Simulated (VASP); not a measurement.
Write the native input for VASP 6.6.1 that does the following.

- Task: electric field gradients
- Functional: r2SCAN
- Potentials or basis: VASP PAW PBE potentials, release 64 (C)
- Cutoff: 520 eV
- k mesh: 17 × 17 × 17
- Occupations: fermi-dirac, width 0.03 eV
- Spin: no spin polarisation
- Dipole correction: no
- Further INCAR settings: ALGO = Normal; EDIFF = 1e-08; NBANDS = 11

The system is C.

```
CELL_PARAMETERS angstrom
1.22803 0.70900 3.34701
-1.22803 0.70900 3.34701
0.00000 -1.41800 3.34701
ATOMIC_POSITIONS crystal
C 0.16400 0.16400 0.16400
C 0.83600 0.83600 0.83600
```

These files were run (other wordings do the same):

POSCAR

```
C
1.0
    1.2280263465      0.7090013417      3.3470108394
   -1.2280263465      0.7090013417      3.3470108394
    0.0000000000     -1.4180026834      3.3470108394
C
2
Direct
    0.1640000000      0.1640000000      0.1640000000
    0.8360000000      0.8360000000      0.8360000000
```

INCAR.step1

```
PREC = Accurate
ENCUT = 520
ISMEAR = -1
SIGMA = 0.03
LREAL = F
LASPH = T
NELM = 60
NBANDS = 11
GGA = PE
ALGO = Normal
EDIFF = 1E-4
LWAVE = T
LCHARG = F
```

INCAR.step2

```
PREC = Accurate
ENCUT = 520
EDIFF = 1E-8
ISMEAR = -1
SIGMA = 0.03
LREAL = F
LASPH = T
NELM = 60
ALGO = Normal
ISIF = 2
LWAVE = F
LCHARG = F
METAGGA = R2SCAN
LMIXTAU = T
LEFG = T
NBANDS = 11
ISTART = 1
```

KPOINTS

```
Automatic mesh
0
Gamma
  17 17 17
```

Potentials or basis: VASP PAW PBE potentials, release 64 (C).

Launch:

```sh
$ cat potpaw_PBE.64/C/POTCAR > POTCAR
$ cp INCAR.step1 INCAR
$ mpirun -np 1 vasp_std > vasp.out
$ cp INCAR.step2 INCAR
$ mpirun -np 1 vasp_std > vasp.out
```

It gave:

* Pressure: 0.9 GPa
* Largest force: 0.911 eV/Å
* Largest electric field gradient by atom: C +32.4 V/Å²

Caveat: without QUAD_EFG the Cq values of the log hold for a quadrupole moment of 1 mb, not for the nuclei; the PAW data sets were made with another functional, which shifts forces and pressure a little.

It took 8.5 min on 1 thread of Intel(R) Xeon(R) Platinum 8375C CPU @ 2.90GHz (Ice Lake), with other jobs on the host, peak memory 0.21 GiB.
